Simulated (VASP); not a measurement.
## CuO2: single point with PBE

CuO2:

```
CELL_PARAMETERS angstrom
0.00000 2.42407 2.42407
2.42407 0.00000 2.42407
2.42407 2.42407 0.00000
ATOMIC_POSITIONS crystal
Cu 0.00000 0.00000 0.00000
O 0.25000 0.25000 0.25000
O 0.75000 0.75000 0.75000
```

```json
{
  "Program": "VASP 6.6.1",
  "Task": "single point",
  "Functional": "PBE",
  "Potentials or basis": "VASP PAW PBE potentials, release 64 (Cu, O)",
  "Cutoff": "520 eV",
  "k mesh": "14 × 14 × 14",
  "Occupations": "gaussian, width 0.1 eV",
  "Spin": "collinear spin",
  "Starting moments": "[0.5, 0.0, 0.0] μB"
}
```

```
Pressure                                              : 0.4 GPa
Net moment                                            : 2.00 μB per cell
Site moments                                          : Cu +0.59; O +0.63 μB
Valence electrons inside the program's atomic spheres : Cu 9.70; O 4.83
```

Levels at points of the mesh, in eV from the Fermi level:
Spin up:
```csv
k point,band 10,band 11,band 12,band 13,band 14,band 15,band 16,band 17
"(0.00, 0.00, 0.00)",-1.31,-0.36,-0.36,-0.36,5.76,12.11,12.11,12.11
"(0.50, 0.00, 0.00)",-2.73,-2.37,-0.22,-0.22,9.60,10.88,15.63,15.63
"(0.50, 0.50, 0.00)",-2.38,-0.32,0.29,0.29,8.75,12.08,12.67,16.97
```
Spin down:
| k point | band 6 | band 7 | band 8 | band 9 | band 10 | band 11 | band 12 | band 13 | band 14 | band 15 |
| --- | --- | --- | --- | --- | --- | --- | --- | --- | --- | --- |
| (0.00, 0.00, 0.00) | -2.36 | -2.36 | -0.11 | -0.11 | -0.11 | 0.76 | 0.76 | 0.76 | 6.15 | 12.16 |
| (0.50, 0.00, 0.00) | -2.50 | -2.24 | -2.24 | -2.01 | -2.01 | -1.42 | 0.88 | 0.88 | 10.19 | 11.37 |
| (0.50, 0.50, 0.00) | -2.79 | -2.79 | -2.19 | -1.93 | -1.54 | 0.99 | 1.56 | 1.56 | 8.95 | 12.36 |

Wall time 2.5 min on 1 thread of Intel(R) Xeon(R) 6975P-C (Granite Rapids), with other jobs on the host, peak memory 0.23 GiB.

Caveat: a cell with one magnetic atom can't hold antiferromagnetic order, which such compounds often take; semilocal functionals often make such compounds metallic where correlation or magnetic order opens a gap, which also shifts bond lengths. With open d or f shells a metallic result of PBE can be an artefact of self-interaction; +U or a hybrid may open a gap.
